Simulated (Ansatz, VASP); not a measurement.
# One calculation of HfBr2F2, two programs

```xyz
10
Lattice="5.9392 0.0000 0.0000 0.0000 5.9392 0.0000 0.0000 0.0000 5.0983" Properties=species:S:1:pos:R:3 pbc="T T T"
Hf    0.0000    0.0000    0.0000
Hf    2.9696    2.9696    0.0000
Br    1.8965    4.8661    2.5492
Br    4.8661    4.0427    2.5492
Br    1.0731    1.8965    2.5492
Br    4.0427    1.0731    2.5492
F     1.8665    1.1031    0.0000
F     4.8361    1.8665    0.0000
F     1.1031    4.0727    0.0000
F     4.0727    4.8361    0.0000
```

Change from the starting cell: species swapped into the Yb2CdPd2 type (P4/mbm, No. 127).

Alike in both runs: functional PBE; k mesh 4 × 4 × 4; occupations gaussian, width 0.1 eV; no spin polarisation.

Ansatz relaxed the structure, and its values are those at the end. VASP's run is a single point on that final structure, the one shown.

|  | VASP | Ansatz |
| --- | --- | --- |
| version | VASP 6.6.1 | Ansatz 0.2.0 |
| potentials or method | VASP PAW PBE potentials, release 64 (Hf_pv, Br, F), cutoff 520 eV | scalar-relativistic, plane waves, PAW |
| valence electrons in the cell | 76 | 108 |

|  | VASP | Ansatz | Ansatz less VASP |
| --- | --- | --- | --- |
| gap on the k mesh at the Fermi level (eV) | none | none | - |
| pressure (GPa) | -1.0 | -0.1 | +0.95 |
| rms of the force components (eV/Å) | 0.024 | 0.004 | -0.0201 |

A gap of «none» marks a metal or a gap that the smearing closes. VASP's potentials hold 76 valence electrons a cell and Ansatz's 108, so a difference there can come from the potentials and not from the codes.

Spin-orbit coupling is off throughout.
